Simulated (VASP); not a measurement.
Runs of VASP 6.6.1 on BeS2. The structure is that of space group I4/mmm (No. 139), or close to it. The cells are those of the table. The cell was generated, and may not be a known phase.

| task | cell | k mesh | cutoff (eV) | gap on the mesh (eV) | pressure (GPa) | relaxed volume (Å³/atom) |
| --- | --- | --- | --- | --- | --- | --- |
| single point | a = 4.002 Å, angles 112.9, 112.9, 102.8°, 3 atoms | 14 × 14 × 14 | 520 | none | -0.1 | - |
| single point | a = 4.181 Å, angles 114.9, 114.9, 99.0°, 3 atoms | 6 × 6 × 6 | 520 | none | -6.3 | - |
| relaxation of cell and atoms | relaxed from a = 3.992 Å, angles 112.3, 112.3, 103.9°, 3 atoms | 14 × 14 × 14 | 600 | none | 0.0 | (a) |
| relaxation of cell and atoms | relaxed from a = 4.181 Å, angles 114.9, 114.9, 99.0°, 3 atoms | 6 × 6 × 6 | 600 | none | 0.1 | 16.21 |
| single point | a = 3.992 Å, angles 112.3, 112.3, 103.9°, 3 atoms | 6 × 6 × 6 | 520 | none | 0.0 | - |

Alike in all rows: level PBE; potentials or basis VASP PAW PBE potentials, release 64 (Be, S); no spin polarisation; smearing gaussian 0.1 eV.

Problem. Estimate the missing entries.

Solution. (a) 16.28.

Caveats: the cell stands under tension (at least some runs).

A gap of «none» marks levels without a gap at the run's occupations.
